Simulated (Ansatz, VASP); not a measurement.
# N in VASP and in Ansatz

```xyz
8
Lattice="-3.8166 0.0000 0.0000 -1.9083 -3.3052 0.0000 0.0000 0.0000 14.5290" Properties=species:S:1:pos:R:3 pbc="T T T"
N    -1.9083   -1.1017   13.5265
N    -1.9083   -1.1017    6.1120
N    -1.9083   -1.1017   12.4243
N    -1.9083   -1.1017    5.0098
N    -3.8166   -2.2035    2.4047
N    -3.8166   -2.2035    9.8192
N    -3.8166   -2.2035    1.3026
N    -3.8166   -2.2035    8.7171
```

Alike in both runs: task single point; functional PBE; dispersion D3(BJ); k mesh 7 × 7 × 2; occupations gaussian, width 0.05 eV; no spin polarisation.

|  | VASP | Ansatz |
| --- | --- | --- |
| version | VASP 6.6.1 | Ansatz 0.2.0 |
| potentials or method | VASP PAW PBE potentials, release 64 (N), cutoff 520 eV | scalar-relativistic, plane waves, PAW |
| valence electrons in the cell | 40 | 40 |

Ansatz gave:

```
gap on the k mesh at the Fermi level (eV)                     : 7.03
least direct gap on the mesh (eV)                             : 7.21
pressure (GPa)                                                : 0.1
traceless stress, the component that is largest in VASP (GPa) : 0.06
rms of the force components (eV/Å)                            : 0.016
```

Estimate VASP's values.

gap on the k mesh at the Fermi level (eV): 6.99; least direct gap on the mesh (eV): 7.17; pressure (GPa): 2.1; traceless stress, the component that is largest in VASP (GPa): 4.47; rms of the force components (eV/Å): 0.998.

Atom by atom the forces differ by 1.006 eV/Å (rms over components).

Noted on VASP's run: the standard files for N, O and F lose accuracy on very short bonds.
